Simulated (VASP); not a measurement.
Write the native input for VASP 6.6.1 that does the following.

- Task: electric field gradients
- Functional: PBE
- Potentials or basis: VASP PAW PBE potentials, release 64 (Fe, Co)
- Cutoff: 520 eV
- k mesh: 13 × 13 × 13
- Occupations: fermi-dirac, width 0.05 eV
- Spin: collinear spin, ferromagnetic start
- Starting moments: [3.0, 2.0] μB
- Dipole correction: no
- Further INCAR settings: ALGO = Normal; EDIFF = 1e-08; NBANDS = 20

The structure of FeCo lies in POSCAR:

```
FeCo
1.0
    2.9038443914      0.0000000000      0.0000000000
    0.0000000000      2.9038443914      0.0000000000
    0.0000000000      0.0000000000      2.9038443914
Fe Co
1 1
Direct
    0.5000000000      0.5000000000      0.5000000000
    0.0000000000      0.0000000000      0.0000000000
```

This cell differs from its parent crystal: volume scaled by 1.05.

The input as run:

INCAR

```
ALGO = Normal
EDIFF = 1E-8
ENCUT = 520
GGA = PE
GGA_COMPAT = False
ISIF = 2
ISMEAR = -1
ISPIN = 2
LASPH = True
LCHARG = False
LEFG = True
LMAXMIX = 4
LORBIT = 11
LREAL = False
LWAVE = False
MAGMOM = 3 2
NBANDS = 20
NELM = 200
PREC = Accurate
SIGMA = 0.05
```

KPOINTS

```
k-points
0
Gamma
  13 13 13
```

Potentials or basis: VASP PAW PBE potentials, release 64 (Fe, Co).

Launch:

```console
$ cat potpaw_PBE.64/Fe/POTCAR potpaw_PBE.64/Co/POTCAR > POTCAR
$ mpirun -np 1 vasp_std > vasp.out
```

Results of the run:

- Pressure: -10.6 GPa
- Net moment: 4.59 μB per cell
- Site moments: Fe +2.85; Co +1.78 μB
- Valence electrons inside the program's atomic spheres: Fe 7.03; Co 8.13

Caveat: without QUAD_EFG the Cq values of the log hold for a quadrupole moment of 1 mb, not for the nuclei.

It took 42 s on 1 thread of Intel(R) Xeon(R) Platinum 8559C (Emerald Rapids) (shared host), peak memory 0.2 GiB.
